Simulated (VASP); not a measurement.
# Ti (Fm-3m) in VASP: further runs, part 2 of 2

VASP 6.6.1. The steps go on from the part before.

## 3. Relaxation of cell and atoms, PBEsol

Contents of INCAR:

```
PREC     = Accurate       # precision mode
ENCUT    = 600            # plane-wave cutoff, eV
EDIFF    = 1E-7           # SCF threshold, eV
ISMEAR   = -1             # smearing method
SIGMA    = 0.1            # smearing width, eV
LREAL    = False          # projectors in reciprocal space
LASPH    = True           # aspherical terms in the spheres
NELM     = 100            # most SCF steps
ALGO     = Normal         # electronic algorithm
ISIF     = 3              # what is computed and relaxed
LWAVE    = False          # write WAVECAR
LCHARG   = False          # write CHGCAR
GGA      = PS             # functional
IBRION   = 2              # ionic algorithm
NSW      = 80             # ionic steps
EDIFFG   = -0.02          # ionic threshold
```

Contents of KPOINTS:

```
regular mesh
0
Gamma
  9 9 9
```

Contents of POSCAR:

```
Ti
1.0
    0.0000000000      2.0302963705      2.0302963705
    2.0302963705      0.0000000000      2.0302963705
    2.0302963705      2.0302963705      0.0000000000
Ti
1
Direct
    0.0000000000      0.0000000000      0.0000000000
```

Potentials or basis: VASP PAW PBE potentials, release 64 (Ti_sv).

Run with:

```bash
$ cat potpaw_PBE.64/Ti_sv/POTCAR > POTCAR
$ mpirun -np 1 vasp_std > vasp.out
```

OUTCAR:

```text
PREC = Accurate
   ENCUT = 600
   EDIFF = 1E-7
   ISMEAR = -1
   LREAL = False
   LASPH = True
   NELM = 100
   ISIF = 3
   GGA = PS
   IBRION = 2
   NSW = 80
   EDIFFG = -0.02

 ion  position               nearest neighbor table
   1  0.000  0.000  0.000-

  LATTYP: Found a face centered cubic cell.
 ALAT       =     4.0605927410

  Lattice vectors:

 A1 = (   0.0000000000,   2.0302963705,   2.0302963705)
 A2 = (   2.0302963705,   0.0000000000,   2.0302963705)
 A3 = (   2.0302963705,   2.0302963705,   0.0000000000)

Analysis of symmetry for initial positions (statically):
=====================================================================
 Subroutine PRICEL returns:
 Original cell was already a primitive cell.

 Routine SETGRP: Setting up the symmetry group for a
 face centered cubic supercell.

 Subroutine GETGRP returns: Found 48 space group operations
 (whereof 48 operations were pure point group operations)
 out of a pool of 48 trial point group operations.

The static configuration has the point symmetry O_h .

Analysis of symmetry for dynamics (positions and initial velocities):
=====================================================================
 Subroutine PRICEL returns:
 Original cell was already a primitive cell.

 Routine SETGRP: Setting up the symmetry group for a
 face centered cubic supercell.

 Subroutine GETGRP returns: Found 48 space group operations
 (whereof 48 operations were pure point group operations)
 out of a pool of 48 trial point group operations.

The dynamic configuration has the point symmetry O_h .

 Subroutine INISYM returns: Found 48 space group operations
 (whereof 48 operations are pure point group operations),
 and found     1 'primitive' translations
[... 164 lines left out ...]
      0.00000      0.00000      0.00000         0.000000      0.000000      0.000000
 -----------------------------------------------------------------------------------
    total drift:                               -0.000000      0.000000     -0.000000

  FREE ENERGIE OF THE ION-ELECTRON SYSTEM (eV)
  ---------------------------------------------------
  free  energy   TOTEN  =        -8.3092856013 eV

  energy  without entropy=       -8.2532068756  energy(sigma->0) =       -8.28124624

--------------------------------------- Ionic step        2  -------------------------------------------

 number of electron      12.0000001 magnetization

 Free energy of the ion-electron system (eV)
  ---------------------------------------------------
  ext. energy  EPLUGINS =         0.00000000
  ---------------------------------------------------
  free energy    TOTEN  =        -8.30929850 eV

  energy without entropy =       -8.25338003  energy(sigma->0) =       -8.28133927

 E-fermi :   8.5394     XC(G=0): -11.8325

 val. band max:        8.5314445366   @ k =  -0.3333   0.3333   0.1111
 cond. band min:       8.5512512243   @ k =   0.3333   0.0000   0.0000
 fundamental gap:      0.0198066877
 Fermi energy:         8.5394053222

 k-point     1 :       0.0000    0.0000    0.0000
  band No.  band energies     occupation
      1     -47.8787      2.00000
      2     -23.7821      2.00000
      3     -23.7821      2.00000
      4     -23.7821      2.00000
      5       2.3406      2.00000
      6       9.4323      0.00026
      7       9.4323      0.00026
      8       9.4323      0.00026
      9      11.1494      0.00000
     10      11.1494      0.00000
[... 287 lines left out ...]
 k-point    24 :       0.4444    0.4444    0.0000
  band No.  band energies     occupation
      1     -47.6899      2.00000
      2     -24.4825      2.00000
      3     -24.0444      2.00000
      4     -24.0444      2.00000
      5       5.8224      2.00000
      6       6.7716      2.00000
      7      11.2016      0.00000
      8      12.2452      0.00000
      9      12.4396      0.00000
     10      12.4396      0.00000

 [... further k-points ...]

------------------------ aborting loop because EDIFF is reached ----------------------------------------

  FORCE on cell =-STRESS in cart. coord.  units (eV):
  Direction    XX          YY          ZZ          XY          YZ          ZX
  --------------------------------------------------------------------------------------
  -------------------------------------------------------------------------------------
  Total        0.0192375      0.0192375      0.0192375      0.0000000     -0.0000000     -0.0000000
  in kB        1.8484869      1.8484869      1.8484869      0.0000000     -0.0000000     -0.0000000
  external PRESSURE =       1.8484869 kB  Pullay stress =       0.0000000 kB

 VOLUME and BASIS-vectors are now :
 -----------------------------------------------------------------------------
  energy-cutoff  :      600.00
  volume of cell :       16.67
      direct lattice vectors                 reciprocal lattice vectors
    -0.000000000  2.027701179  2.027701179    -0.246584657  0.246584657  0.246584657
     2.027701179  0.000000000  2.027701179     0.246584657 -0.246584657  0.246584657
     2.027701179  2.027701179 -0.000000000     0.246584657  0.246584657 -0.246584657

 POSITION                                       TOTAL-FORCE (eV/Angst)
 -----------------------------------------------------------------------------------
      0.00000      0.00000      0.00000         0.000000     -0.000000     -0.000000
 -----------------------------------------------------------------------------------
    total drift:                               -0.000000      0.000000     -0.000000

  FREE ENERGIE OF THE ION-ELECTRON SYSTEM (eV)
  ---------------------------------------------------
  free  energy   TOTEN  =        -8.3092985037 eV

  energy  without entropy=       -8.2533800342  energy(sigma->0) =       -8.28133927

 reached required accuracy - stopping structural energy minimisation
```

Wall time 12 s (1 thread of Intel Xeon 6975P-C (Granite Rapids), shared host); peak memory 0.14 GiB.

Results:

```
Free energy                           : -8.3093 eV
Relaxed volume                        : 16.67 Å³/atom
Relaxed cell                          : a = 2.868 Å, b = 2.868 Å, c = 2.868 Å, α = 60.00°, β = 60.00°, γ = 60.00°
Space group after relaxing (to 0.1 Å) : Fm-3m (No. 225)
Energy gained by relaxing             : 0.0 meV/atom
Ionic steps                           : 2
Pressure after relaxing               : 0.2 GPa
Band gap on the k mesh                : zero (bands 6 and 7 overlap by 1.34 eV)
```

Final structure:
```cif
data_structure
_symmetry_space_group_name_H-M 'P 1'
_symmetry_Int_Tables_number 1
_cell_length_a 2.8676
_cell_length_b 2.8676
_cell_length_c 2.8676
_cell_angle_alpha 60.000
_cell_angle_beta 60.000
_cell_angle_gamma 60.000
_cell_volume 16.67
loop_
_atom_site_label
_atom_site_type_symbol
_atom_site_fract_x
_atom_site_fract_y
_atom_site_fract_z
_atom_site_occupancy
Ti1 Ti 0.00000 0.00000 0.00000 1
```

Levels at points of the mesh, in eV from the Fermi level:
| k point | band 2 | band 3 | band 4 | band 5 | band 6 | band 7 | band 8 | band 9 | band 10 |
| --- | --- | --- | --- | --- | --- | --- | --- | --- | --- |
| (0.00, 0.00, 0.00) | -32.32 | -32.32 | -32.32 | -6.20 | 0.89 | 0.89 | 0.89 | 2.61 | 2.61 |

Caveat: the PAW data sets were made with another functional, which shifts forces and pressure a little.
